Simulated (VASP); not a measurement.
Wanted: the native input for a VASP 6.6.1 run.

| Quantity | Value |
| --- | --- |
| Task | single point |
| Functional | PBE |
| Potentials or basis | VASP PAW PBE potentials, release 64 (Al, B, N) |
| Cutoff | 520 eV |
| k mesh | 6 × 6 × 1 |
| Occupations | gaussian, width 0.1 eV |
| Spin | no spin polarisation |
| Dipole correction | no |
| Further INCAR settings | ALGO = Normal; EDIFF = 1e-06; NBANDS = 36 |

The structure of Al2BN3 lies in POSCAR:

```
Al2BN3
1.0
    2.9693205420      0.0000000033      0.0000000000
   -1.4846602738      2.5715070197      0.0000000000
    0.0000000000      0.0000000000     25.9562765475
Al B N
4 2 6
Direct
    0.6666666667      0.3333333333      0.0822063425
    0.6666666667      0.3333333333      0.4177936575
    0.3333333333      0.6666666667      0.9177936575
    0.3333333333      0.6666666667      0.5822063425
    0.6666666667      0.3333333333      0.7500000000
    0.3333333333      0.6666666667      0.2500000000
    0.0000000000      0.0000000000      0.0823748800
    0.0000000000      0.0000000000      0.4176251200
    0.0000000000      0.0000000000      0.7500000000
    0.0000000000      0.0000000000      0.9176251200
    0.0000000000      0.0000000000      0.2500000000
    0.0000000000      0.0000000000      0.5823748800
```

The input as run:

INCAR

```
ALGO     = Normal         # electronic algorithm
EDIFF    = 1E-6           # SCF threshold, eV
ENCUT    = 520            # plane-wave cutoff, eV
GGA      = PE             # functional
ISIF     = 2              # what is computed and relaxed
ISMEAR   = 0              # smearing method
LASPH    = T              # aspherical terms in the spheres
LCHARG   = F              # write CHGCAR
LREAL    = F              # projectors in reciprocal space
LWAVE    = F              # write WAVECAR
NBANDS   = 36             # bands
NELM     = 60             # most SCF steps
PREC     = Accurate       # precision mode
SIGMA    = 0.1            # smearing width, eV
```

KPOINTS

```
k-points
0
Gamma
  6 6 1
```

Potentials or basis: VASP PAW PBE potentials, release 64 (Al, B, N).

Launch:

```bash
$ cat potpaw_PBE.64/Al/POTCAR potpaw_PBE.64/B/POTCAR potpaw_PBE.64/N/POTCAR > POTCAR
$ mpirun -np 1 vasp_std > vasp.out
```

Results of the run:

- Pressure: 0.1 GPa
- Band gap on the k mesh: 2.19 eV (least direct gap 2.34 eV)

Caveat: an odd mesh through Γ misses points on the zone boundary, where band edges can lie.

It took 43 s on 1 thread of Intel(R) Xeon(R) 6975P-C (Granite Rapids), with other jobs on the host, peak memory 0.32 GiB.
